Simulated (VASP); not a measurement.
# Ti2TeP2 (Cmmm) in VASP: a series of runs

Ti2TeP2 is run at these levels: PBE; tasks: single point, relaxation of cell and atoms.

Program: VASP 6.6.1. These are calculated values, not measurements. Logs are shortened: lines on timing, memory, paths and dates and some standing lists are left out, and cuts for length are marked.

### Step 1. The cell of the first run

Symmetry: Cmmm, No. 65, orthorhombic system. Conventional cell: a = 5.933 Å, b = 9.235 Å, c = 3.419 Å, α = 90.00°, β = 90.00°, γ = 90.00°. Ti (site symmetry 2/m) has 4 P at 2.53 Å and 2 Te at 2.74 Å and 4 Ti at 2.97 to 3.42 Å within 3.5 Å. Within 3.9 Å of Te (site symmetry mmm) lie 4 Ti at 2.74 Å and 2 Te at 3.42 Å and 12 P at 3.62 to 3.84 Å. P (site symmetry m2m) has 1 P at 2.35 Å and 4 Ti at 2.53 Å within 3.1 Å.

The cell was generated, and may not be a known phase.

### Step 2. Single point, PBE

INCAR

```
SYSTEM = Ti2TeP2
PREC = Accurate
ENCUT = 520
EDIFF = 1E-7
ISMEAR = 0
SIGMA = 0.1
LREAL = .False.
LASPH = .True.
NELM = 60
ALGO = Normal
ISIF = 2
LWAVE = .False.
LCHARG = .False.
GGA = PE
NBANDS = 28
```

KPOINTS

```
Automatic mesh
0
Gamma
  6 6 10
  0 0 0
```

POSCAR

```
Ti2TeP2
1.0
    2.9667377202     -4.6174416715      0.0000000000
    2.9667377202      4.6174416715      0.0000000000
    0.0000000000      0.0000000000      3.4189384053
Ti Te P
2 1 2
Direct
    0.0000000000      0.5000000000      0.0000000000
    0.5000000000      0.0000000000      0.0000000000
    0.0000000000      0.0000000000      0.0000000000
    0.6270612169      0.3729387831      0.5000000000
    0.3729387831      0.6270612169      0.5000000000
```

Potentials or basis: VASP PAW PBE potentials, release 64 (Ti_sv, Te, P).

On the command line:

```bash
$ cat potpaw_PBE.64/Ti_sv/POTCAR potpaw_PBE.64/Te/POTCAR potpaw_PBE.64/P/POTCAR > POTCAR
$ mpirun -np 1 vasp_std > vasp.out
```

OUTCAR:

```text
SYSTEM = Ti2TeP2
   PREC = Accurate
   ENCUT = 520
   EDIFF = 1E-7
   ISMEAR = 0
   LREAL = .False.
   LASPH = .True.
   NELM = 60
   ISIF = 2
   GGA = PE

 ion  position               nearest neighbor table
   1  0.000  0.500  0.000-   4 2.53   5 2.53   4 2.53   5 2.53   3 2.74   3 2.74
   2  0.500  0.000  0.000-   4 2.53   5 2.53   4 2.53   5 2.53   3 2.74   3 2.74
   3  0.000  0.000  0.000-   1 2.74   2 2.74   1 2.74   2 2.74
   4  0.627  0.373  0.500-   5 2.35   2 2.53   1 2.53   1 2.53   2 2.53
   5  0.373  0.627  0.500-   4 2.35   2 2.53   1 2.53   1 2.53   2 2.53

  LATTYP: Found a base centered orthorhombic cell.
 ALAT       =     5.9334754404
 B/A-ratio  =     1.5564037360
 C/A-ratio  =     0.5762117733

  Lattice vectors:

 A1 = (   2.9667377202,  -4.6174416715,   0.0000000000)
 A2 = (   2.9667377202,   4.6174416715,   0.0000000000)
 A3 = (   0.0000000000,   0.0000000000,   3.4189384053)

Analysis of symmetry for initial positions (statically):
=====================================================================
 Subroutine PRICEL returns:
 Original cell was already a primitive cell.

 Routine SETGRP: Setting up the symmetry group for a
 base centered orthorhombic supercell.

 Subroutine GETGRP returns: Found  8 space group operations
 (whereof  8 operations were pure point group operations)
 out of a pool of  8 trial point group operations.

The static configuration has the point symmetry D_2h.

Analysis of symmetry for dynamics (positions and initial velocities):
=====================================================================
 Subroutine PRICEL returns:
 Original cell was already a primitive cell.

 Routine SETGRP: Setting up the symmetry group for a
 base centered orthorhombic supercell.

 Subroutine GETGRP returns: Found  8 space group operations
 (whereof  8 operations were pure point group operations)
 out of a pool of  8 trial point group operations.

The dynamic configuration has the point symmetry D_2h.

 Subroutine INISYM returns: Found  8 space group operations
 (whereof  8 operations are pure point group operations),
 and found     1 'primitive' translations

----------------------------------------------------------------------------------------

                                     Primitive cell

  volume of cell :      93.6703

[... 93 lines left out ...]
   NELM   =     60;   NELMIN=  2; NELMDL= -5     # of ELM steps
   EDIFF  = 0.1E-06   stopping-criterion for ELM
   LREAL  =      F    real-space projection
   EDIFFG = 0.1E-05   stopping-criterion for IOM
   NSW    =      0    number of steps for IOM
   IBRION =     -1    ionic relax: 0-MD 1-quasi-New 2-CG
   NFREE  =      0    steps in history (QN), initial steepest desc. (CG)
   ISIF   =      2    stress and relaxation
   ISYM   =      2    0-nonsym 1-usesym 2-fastsym
   POTIM  = 0.5000    time-step for ionic-motion
   TEBEG  =    0.0;   TEEND  =   0.0 temperature during run
   PSTRESS=    0.0 pullay stress
   NELECT =      40.0000    total number of electrons
   NUPDOWN=      -1.0000    fix difference up-down
   EMIN   =  10.00;   EMAX   =-10.00  energy-range for DOS
   EFERMI =   0.00;   METHOD = LEGACY
   ISMEAR =     0;   SIGMA  =   0.10  broadening in eV -4-tet -1-fermi 0-gaus
   EFERMI_NEDOS =   21; number of points for ismear=-14 and -15
   IALGO  =     38    algorithm
   IMIX   =      4    mixing-type and parameters
     AMIX     =   0.40;   BMIX     =  1.00
     AMIX_MAG =   1.60;   BMIX_MAG =  1.00
  volume/ion in A,a.u.               =      18.73       126.42
  Fermi-wavevector in a.u.,A,eV,Ry     =   1.232805  2.329663 20.678229  1.519807
  Thomas-Fermi vector in A             =   2.367560
   LORBIT       =      0    0 simple, 1 ext, 2 COOP (PROOUT), +10 PAW based schemes
   GGA     = PE    functional components
   LHFCALC =     F    Hartree Fock is set to
   AEXX    =    0.0000 exact exchange contribution
   IVDW    =     0    specifies the selected vdW correction
   LEPSILON=     F    determine dielectric tensor
   LRPA    =     F    only Hartree local field effects (RPA)
 non-spin polarized calculation
 Gauss-broadening in eV      SIGMA  =   0.10
  energy-cutoff  :      520.00
  volume of cell :       93.67
 maximum number of plane-waves:      2542
 NGX is ok and might be reduce to    42
   NGX = 21   NGY = 21   NGZ = 13

 number of electron      40.0000004 magnetization

 Free energy of the ion-electron system (eV)
  ---------------------------------------------------
  ext. energy  EPLUGINS =         0.00000000
  ---------------------------------------------------
  free energy    TOTEN  =       -33.32981071 eV

  energy without entropy =      -33.31747059  energy(sigma->0) =      -33.32364065

 E-fermi :   8.1699     XC(G=0): -10.8376

 val. band max:        8.1694216397   @ k =   0.5000   0.3333   0.5000
 cond. band min:       8.1735033677   @ k =   0.0000   0.0000   0.0000
 fundamental gap:      0.0040817280
 Fermi energy:         8.1699295599

 k-point     1 :       0.0000    0.0000    0.0000
  band No.  band energies     occupation
      1     -48.8739      2.00000
      2     -48.8404      2.00000
      3     -25.2786      2.00000
      4     -25.1686      2.00000
      5     -25.1606      2.00000
      6     -25.1337      2.00000
[... 733 lines left out ...]
     27      11.2593      0.00000
     28      11.9098      0.00000

 [... further k-points ...]

------------------------ aborting loop because EDIFF is reached ----------------------------------------

  FORCE on cell =-STRESS in cart. coord.  units (eV):
  Direction    XX          YY          ZZ          XY          YZ          ZX
  --------------------------------------------------------------------------------------
  -------------------------------------------------------------------------------------
  Total       -0.0215884     -0.0714257     -0.0057017     -0.0000000      0.0000000      0.0000000
  in kB       -0.3692568     -1.2216959     -0.0975247     -0.0000000      0.0000000      0.0000000
  external PRESSURE =      -0.5628258 kB  Pullay stress =       0.0000000 kB

 VOLUME and BASIS-vectors are now :
 -----------------------------------------------------------------------------
  energy-cutoff  :      520.00
  volume of cell :       93.67
      direct lattice vectors                 reciprocal lattice vectors
     2.966737720 -4.617441671  0.000000000     0.168535289 -0.108285071  0.000000000
     2.966737720  4.617441671  0.000000000     0.168535289  0.108285071  0.000000000
     0.000000000  0.000000000  3.418938405     0.000000000  0.000000000  0.292488452

 POSITION                                       TOTAL-FORCE (eV/Angst)
 -----------------------------------------------------------------------------------
      1.48337      2.30872      0.00000        -0.000000      0.000000     -0.000000
      1.48337     -2.30872      0.00000         0.000000      0.000000     -0.000000
      0.00000      0.00000      0.00000        -0.000000     -0.000000     -0.000000
      2.96674     -1.17340      1.70947        -0.000000      0.024225     -0.000000
      2.96674      1.17340      1.70947        -0.000000     -0.024225      0.000000
 -----------------------------------------------------------------------------------
    total drift:                               -0.000000     -0.000000     -0.000000

  FREE ENERGIE OF THE ION-ELECTRON SYSTEM (eV)
  ---------------------------------------------------
  free  energy   TOTEN  =       -33.3298107127 eV

  energy  without entropy=      -33.3174705938  energy(sigma->0) =      -33.32364065
```

OSZICAR:

```text
N       E                     dE             d eps       ncg     rms          rms(c)
DAV:   1     0.417954546818E+03    0.41795E+03   -0.18931E+04  4368   0.148E+03
DAV:   2     0.158666645169E+02   -0.40209E+03   -0.39218E+03  4420   0.434E+02
DAV:   3    -0.326796945235E+02   -0.48546E+02   -0.47514E+02  7072   0.129E+02
DAV:   4    -0.374439675014E+02   -0.47643E+01   -0.47405E+01  6732   0.349E+01
DAV:   5    -0.376852540733E+02   -0.24129E+00   -0.24121E+00  6328   0.669E+00    0.169E+01
DAV:   6    -0.347960122807E+02    0.28892E+01   -0.46590E+01  5924   0.438E+01    0.949E+00
DAV:   7    -0.334536303873E+02    0.13424E+01   -0.12961E+01  5856   0.246E+01    0.543E+00
DAV:   8    -0.333246801672E+02    0.12895E+00   -0.91416E-01  5540   0.698E+00    0.166E+00
DAV:   9    -0.333313247309E+02   -0.66446E-02   -0.11180E-01  6556   0.170E+00    0.817E-01
DAV:  10    -0.333295090251E+02    0.18157E-02   -0.30937E-02  6040   0.133E+00    0.294E-01
DAV:  11    -0.333298186345E+02   -0.30961E-03   -0.21063E-03  5760   0.367E-01    0.926E-02
DAV:  12    -0.333298081914E+02    0.10443E-04   -0.22507E-04  6456   0.886E-02    0.363E-02
DAV:  13    -0.333298111886E+02   -0.29972E-05   -0.35435E-05  6004   0.338E-02    0.704E-03
DAV:  14    -0.333298109426E+02    0.24604E-06   -0.20510E-06  5464   0.881E-03    0.426E-03
DAV:  15    -0.333298107558E+02    0.18675E-06   -0.56663E-07  5088   0.643E-03    0.117E-03
DAV:  16    -0.333298107127E+02    0.43121E-07   -0.44197E-08  3052   0.140E-03
   1 F= -.33329811E+02 E0= -.33323641E+02  d E =-.123401E-01
```

stdout:

```text
POSCAR found type information on POSCAR TiTeP
 POSCAR found :  3 types and       5 ions
 scaLAPACK will be used
 LDA part: xc-table for (Slater+PW92), standard interpolation
 POSCAR, INCAR and KPOINTS ok, starting setup
 FFT: planning ... GRIDC
 FFT: planning ... GRID_SOFT
 FFT: planning ... GRID
 WAVECAR not read
 entering main loop
```

It took 1.8 min on 1 thread of Intel Xeon 6975P-C (Granite Rapids), shared host; peak memory 0.34 GiB.

Results:

- Free energy: -33.3298 eV
- Pressure: -0.1 GPa
- Largest force: 0.024 eV/Å
- Band gap on the k mesh: zero (bands 20 and 21 overlap by 1.66 eV)

Forces on the atoms (eV/Å):
```
Ti   0.000  0.000  0.000
Ti   0.000  0.000  0.000
Te   0.000  0.000  0.000
P    0.000  0.024  0.000
P    0.000 -0.024  0.000
```

Caveat: spin-orbit coupling is left out, which moves the levels of the heavy elements.

### Step 3. Relaxation of cell and atoms, PBE

INCAR

```
SYSTEM = Ti2TeP2
PREC     = Accurate       ! precision mode
ENCUT    = 600            ! plane-wave cutoff, eV
EDIFF    = 1E-6           ! SCF threshold, eV
ISMEAR   = 0              ! smearing method
SIGMA    = 0.1            ! smearing width, eV
LREAL    = .False.        ! projectors in reciprocal space
LASPH    = .True.         ! aspherical terms in the spheres
NELM     = 80             ! most SCF steps
ALGO     = Normal         ! electronic algorithm
ISIF     = 3              ! what is computed and relaxed
LWAVE    = .False.        ! write WAVECAR
LCHARG   = .False.        ! write CHGCAR
GGA      = PE             ! functional
IBRION   = 2              ! ionic algorithm
NSW      = 100            ! ionic steps
EDIFFG   = -0.01          ! ionic threshold
```

KPOINTS

```
regular mesh
0
Gamma
  6 6 10
  0 0 0
```

POSCAR

```
Ti2TeP2
1.0
    2.9643196345     -4.6365380443      0.0000000000
    2.9643196345      4.6365380443      0.0000000000
    0.0000000000      0.0000000000      3.4053866814
Ti Te P
2 1 2
Direct
    0.0000000000      0.5000000000      0.0000000000
    0.5000000000      0.0000000000      0.0000000000
    0.0000000000      0.0000000000      0.0000000000
    0.6270426105      0.3729573895      0.5000000000
    0.3729573895      0.6270426105      0.5000000000
```

Potentials or basis: VASP PAW PBE potentials, release 64 (Ti_sv, Te, P).

On the command line:

```bash
$ cat potpaw_PBE.64/Ti_sv/POTCAR potpaw_PBE.64/Te/POTCAR potpaw_PBE.64/P/POTCAR > POTCAR
$ mpirun -np 1 vasp_std > vasp.out
```

OUTCAR:

```text
SYSTEM = Ti2TeP2
   PREC = Accurate
   ENCUT = 600
   EDIFF = 1E-6
   ISMEAR = 0
   LREAL = .False.
   LASPH = .True.
   NELM = 80
   ISIF = 3
   GGA = PE
   IBRION = 2
   NSW = 100
   EDIFFG = -0.01

 ion  position               nearest neighbor table
   1  0.000  0.500  0.000-   4 2.53   5 2.53   4 2.53   5 2.53   3 2.75   3 2.75
   2  0.500  0.000  0.000-   4 2.53   5 2.53   4 2.53   5 2.53   3 2.75   3 2.75
   3  0.000  0.000  0.000-   1 2.75   2 2.75   1 2.75   2 2.75
   4  0.627  0.373  0.500-   5 2.36   2 2.53   1 2.53   1 2.53   2 2.53
   5  0.373  0.627  0.500-   4 2.36   2 2.53   1 2.53   1 2.53   2 2.53

  LATTYP: Found a base centered orthorhombic cell.
 ALAT       =     5.9286392690
 B/A-ratio  =     1.5641154180
 C/A-ratio  =     0.5743960000

  Lattice vectors:

[... 464 lines left out ...]
  ---------------------------------------------------
  free energy    TOTEN  =       -33.32997496 eV

  energy without entropy =      -33.31765195  energy(sigma->0) =      -33.32381346

 E-fermi :   8.1820     XC(G=0): -10.8414

 val. band max:        8.1816266351   @ k =   0.5000   0.3333   0.5000
 cond. band min:       8.1886216130   @ k =   0.5000  -0.0000   0.0000
 fundamental gap:      0.0069949778
 Fermi energy:         8.1819588755

 k-point     1 :       0.0000    0.0000    0.0000
  band No.  band energies     occupation
      1     -48.8609      2.00000
      2     -48.8273      2.00000
      3     -25.2666      2.00000
      4     -25.1565      2.00000
      5     -25.1480      2.00000
      6     -25.1216      2.00000
[... 637 lines left out ...]
     23       9.5919      0.00000
     24      10.1338      0.00000

 [... further k-points ...]

------------------------ aborting loop because EDIFF is reached ----------------------------------------

  FORCE on cell =-STRESS in cart. coord.  units (eV):
  Direction    XX          YY          ZZ          XY          YZ          ZX
  --------------------------------------------------------------------------------------
  -------------------------------------------------------------------------------------
  Total       -0.0116319      0.0138469      0.0149586      0.0000000      0.0000000      0.0000000
  in kB       -0.1991166      0.2370337      0.2560649      0.0000000      0.0000000      0.0000000
  external PRESSURE =       0.0979940 kB  Pullay stress =       0.0000000 kB
[... 20 lines left out ...]
  FREE ENERGIE OF THE ION-ELECTRON SYSTEM (eV)
  ---------------------------------------------------
  free  energy   TOTEN  =       -33.3299749638 eV

  energy  without entropy=      -33.3176519515  energy(sigma->0) =      -33.32381346

 reached required accuracy - stopping structural energy minimisation
```

OSZICAR:

```text
N       E                     dE             d eps       ncg     rms          rms(c)
DAV:   1     0.434431550298E+03    0.43443E+03   -0.20965E+04  3744   0.190E+03
DAV:   2     0.217882697430E+02   -0.41264E+03   -0.40934E+03  3792   0.515E+02
DAV:   3    -0.328689653657E+02   -0.54657E+02   -0.54015E+02  6592   0.148E+02
[... 62 lines left out ...]
DAV:   1    -0.333300684874E+02   -0.12367E-03   -0.63361E-03  3840   0.841E-01    0.704E-02
DAV:   2    -0.333300057075E+02    0.62780E-04   -0.38839E-04  3912   0.152E-01    0.369E-02
DAV:   3    -0.333299757279E+02    0.29980E-04   -0.93807E-05  4976   0.653E-02    0.765E-03
DAV:   4    -0.333299751679E+02    0.55993E-06   -0.14504E-05  4416   0.256E-02    0.600E-03
DAV:   5    -0.333299749638E+02    0.20412E-06   -0.16113E-06  3224   0.111E-02
   8 F= -.33329975E+02 E0= -.33323813E+02  d E =-.306606E-04
```

It took 7 min on 1 thread of Intel Xeon 6975P-C (Granite Rapids), shared host; peak memory 0.4 GiB.

Results:

```yaml
Free_energy: -33.3300 eV
Relaxed_volume: 18.72 Å³/atom
Relaxed_cell: a = 5.486 Å, b = 5.486 Å, c = 3.419 Å, α = 90.00°, β = 90.00°, γ = 114.53°
Space_group_after_relaxing_to_0.1_Å: Cmmm (No. 65)
Energy_gained_by_relaxing: 0.2 meV/atom
Ionic_steps: 8
Pressure_after_relaxing: 0.0 GPa
Largest_force_after_relaxing: 0.008 eV/Å
Band_gap_on_the_k_mesh: zero (bands 20 and 21 overlap by 1.66 eV)
```

Forces in eV/Å, atoms in the order of the input:
```
Ti   0.000  0.000  0.000
Ti   0.000  0.000  0.000
Te   0.000  0.000  0.000
P    0.000 -0.008  0.000
P    0.000  0.008  0.000
```

The path:
| step | energy change (eV) | largest force (eV/Å) | pressure (GPa) | volume (Å³) |
| --- | --- | --- | --- | --- |
| 1 | 0.0000 | 0.0382 | -0.10 | 93.61 |
| 2 | -0.0009 | 0.0158 | 0.12 | 93.44 |
| 3 | -0.0009 | 0.0071 | 0.20 | 93.39 |
| 4 | -0.0011 | 0.0202 | -0.08 | 93.66 |
| 5 | -0.0011 | 0.0141 | -0.02 | 93.60 |
| 6 | -0.0011 | 0.0131 | -0.01 | 93.59 |
| 7 | -0.0011 | 0.0132 | -0.03 | 93.59 |
| 8 | -0.0012 | 0.0082 | 0.01 | 93.60 |

Final structure:
```
Ti Te P
1.0
     2.96631   -4.61442    0.00000
     2.96631    4.61442    0.00000
     0.00000    0.00000    3.41892
Ti Te P
2 1 2
Direct
  0.00000 0.50000 0.00000
  0.50000 0.00000 0.00000
  0.00000 0.00000 0.00000
  0.62674 0.37326 0.50000
  0.37326 0.62674 0.50000
```

Caveat: spin-orbit coupling is left out, which moves the levels of the heavy elements.
